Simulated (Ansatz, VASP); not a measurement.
**Two plane-wave programs on SnO2**

INCAR

```
PREC = Accurate ; ENCUT = 520
EDIFF = 1E-7 ; ISMEAR = -1
SIGMA = 0.05 ; LREAL = F
LASPH = T ; NELM = 150
ALGO = Normal ; ISIF = 2
LWAVE = F ; LCHARG = F
MAGMOM = 0 0 0 0 0 0 0 0 0 0 0 0 0 0 0 0 0 0 ; LORBIT = 11
LSORBIT = T ; GGA_COMPAT = F
LORBMOM = T ; GGA = PE
NBANDS = 68
```

Contents of KPOINTS:

```
regular mesh
0
Gamma
  6 6 8
```

POSCAR

```
SnO2
1.0
    4.8309255526      0.0000000000      0.0000000000
    0.0000000000      4.8309255526      0.0000000000
    0.0000000000      0.0000000000      3.2489962586
Sn O
2 4
Direct
    0.5000000000      0.5000000000      0.5000000000
    0.0000000000      0.0000000000      0.0000000000
    0.8071000000      0.1929000000      0.5000000000
    0.6929000000      0.6929000000      0.0000000000
    0.1929000000      0.8071000000      0.5000000000
    0.3071000000      0.3071000000      0.0000000000
```

File input.yaml:

```yaml
crystal:
  lattice:
    - [4.8309255526, 0.0, 0.0]
    - [0.0, 4.8309255526, 0.0]
    - [0.0, 0.0, 3.2489962586]
  atoms:
    - { symbol: Sn, position: [0.5, 0.5, 0.5] }
    - { symbol: Sn, position: [0.0, 0.0, 0.0] }
    - { symbol: O, position: [0.8071, 0.1929, 0.5] }
    - { symbol: O, position: [0.6929, 0.6929, 0.0] }
    - { symbol: O, position: [0.1929, 0.8071, 0.5] }
    - { symbol: O, position: [0.3071, 0.3071, 0.0] }
hamiltonian:
  xc: pbe
  pseudopotentials: { kind: paw_fr }
magnetization:
  noncollinear: true
  spin_orbit: true
kpoints:
  mp_grid: { grid: [6, 6, 8] }
scf:
  occupations: { method: fermi_dirac, width: 0.05 }
output:
  forces: true
  stress: true
  eigenvalues: true
  write_density: true
  write_potential: true
  elf: true
  volumetric_format: npy
```

Alike in both runs: task single point; functional PBE; k mesh 6 × 6 × 8; occupations fermi-dirac, width 0.05 eV; non-collinear spin, spin-orbit coupling.

```csv
,VASP,Ansatz
version,VASP 6.6.1,Ansatz 0.2.0
potentials or method,"VASP PAW PBE potentials, release 64 (Sn_d, O)",Ansatz PAW
plane-wave cutoff (eV),520,420
valence electrons in the cell,52,52
```

```tsv
	VASP	Ansatz	Ansatz less VASP
pressure (GPa)	-0.3	-0.9	-0.60
traceless stress, the component that is largest in VASP (GPa)	-0.28	-0.49	-0.206
rms of the force components (eV/Å)	0.031	0.022	-0.0081
```

Atom by atom the forces differ by 0.008 eV/Å (rms over components).
